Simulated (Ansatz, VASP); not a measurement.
This is a calculation of Mo for Ansatz 0.2.0.

File input.yaml:

```yaml
crystal:
  lattice:
    - [-1.5838089719, 1.5838089719, 1.5838089719]
    - [1.5838089719, -1.5838089719, 1.5838089719]
    - [1.5838089719, 1.5838089719, -1.5838089719]
  atoms:
    - { symbol: Mo, position: [0.0, 0.0, 0.0] }
kpoints:
  mp_grid: { grid: [12, 12, 12] }
scf:
  occupations: { method: gaussian, width: 0.022 }
hamiltonian:
  xc: pbe
  pseudopotentials: { kind: all_electron, lapw: { basis_error: 0.001 } }
output:
  forces: true
  stress: true
  eigenvalues: true
```

Potentials or basis: all-electron LAPW, scalar-relativistic.

Command:

```bash
$ ansatz run input.yaml --threads 1 --pin off --max-ram 3072MiB --backend cpu --events-out ev --progress --plain --runs-dir out
```

Task: Translate it to VASP 6.6.1. Potentials there: VASP PAW PBE potentials, release 64 (Mo_sv).

Result: As run (the cutoff follows the program's own potentials):

The input INCAR:

```
PREC     = Accurate       # precision mode
ENCUT    = 520            # plane-wave cutoff, eV
EDIFF    = 1E-6           # SCF threshold, eV
ISMEAR   = 0              # smearing method
SIGMA    = 0.022          # smearing width, eV
LREAL    = False          # projectors in reciprocal space
LASPH    = True           # aspherical terms in the spheres
NELM     = 100            # most SCF steps
ALGO     = Fast           # electronic algorithm
ISIF     = 2              # what is computed and relaxed
LWAVE    = False          # write WAVECAR
LCHARG   = True           # write CHGCAR
GGA      = PE             # functional
LELF     = True           # ELF
LVHAR    = True         
NBANDS   = 13             # bands
```

The input KPOINTS:

```
Automatic mesh
0
Gamma
  12 12 12
```

File POSCAR:

```
Mo
1.0
   -1.5838089719      1.5838089719      1.5838089719
    1.5838089719     -1.5838089719      1.5838089719
    1.5838089719      1.5838089719     -1.5838089719
Mo
1
Direct
    0.0000000000      0.0000000000      0.0000000000
```

Potentials or basis: VASP PAW PBE potentials, release 64 (Mo_sv).

The run is started by

```console
$ cat potpaw_PBE.64/Mo_sv/POTCAR > POTCAR
$ mpirun -np 1 vasp_std > vasp.out
```

Both were run:

|  | VASP | Ansatz | Ansatz less VASP |
| --- | --- | --- | --- |
| gap on the k mesh at the Fermi level (eV) | none | none | - |
| pressure (GPa) | -1.4 | -1.9 | -0.52 |

A gap of «none» marks a metal or a gap that the smearing closes. Ansatz ran all-electron here, and VASP with PAW potentials.
